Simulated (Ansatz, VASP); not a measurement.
## Two plane-wave programs on SbSeBr3

```
Sb Se Br
1.0
     2.63573   -7.65934    0.00000
     2.63573    7.65934    0.00000
     0.00000    0.00000    5.48989
Sb Se Br
1 1 3
Direct
  0.00000 0.00000 0.00000
  0.50000 0.50000 0.00000
  0.00000 0.50000 0.50000
  0.50000 0.00000 0.50000
  0.50000 0.50000 0.50000
```

Alike in both runs: functional PBE; k mesh 8 × 8 × 8; occupations gaussian, width 0.1 eV; no spin polarisation.

Ansatz relaxed the structure, and its values are those at the end. VASP's run is a single point on that final structure, the one shown.

|  | VASP | Ansatz |
| --- | --- | --- |
| version | VASP 6.6.1 | Ansatz 0.2.0 |
| potentials or method | VASP PAW PBE potentials, release 64 (Sb, Se, Br), cutoff 520 eV | scalar-relativistic, plane waves, PAW |
| valence electrons in the cell | 32 | 52 |

```tsv
	VASP	Ansatz	Ansatz less VASP
gap on the k mesh at the Fermi level (eV)	none	none	-
pressure (GPa)	0.0	0.0	+0.01
```

A gap of «none» marks a metal or a gap that the smearing closes. VASP's potentials hold 32 valence electrons a cell and Ansatz's 52, so a difference there can come from the potentials and not from the codes.

Neither program's run includes spin-orbit coupling.
